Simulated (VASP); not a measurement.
Input of a VASP 6.6.1 run:

Contents of INCAR:

```
ALGO = Normal ; EDIFF = 1E-6
ENCUT = 520 ; ISIF = 2
ISMEAR = 1 ; LASPH = T
LCHARG = T ; LELF = T
LREAL = F ; LVHAR = T
LWAVE = F ; NBANDS = 11
NELM = 80 ; PREC = Accurate
SIGMA = 0.1
```

The input KPOINTS:

```
k-points
0
Gamma
  14 14 8
```

File POSCAR:

```
C
1.0
    2.0690079633     -1.1946137766      0.0000000000
    2.0690079633      1.1946137766      0.0000000000
   -1.3412677127      0.0000000000      3.4068133960
C
2
Direct
    0.8333555300      0.8333555300      0.0000930400
    0.1666444700      0.1666444700      0.9999069600
```

Potentials or basis: VASP PAW LDA potentials, release 64 (C).

Run with:

```console
$ cat potpaw_LDA.64/C/POTCAR > POTCAR
$ mpirun -np 1 vasp_std > vasp.out
```

Q: Predict the band gap on the k mesh.

A: 0.79 eV, indirect (least direct gap 0.82 eV).

Q: Predict the pressure.

A: 22.3 GPa.

Stress tensor (GPa, compression positive):
```
33.86  0.00 -0.04
 0.00 33.80  0.00
-0.04  0.00 -0.86
```

A k mesh can miss the band edges.
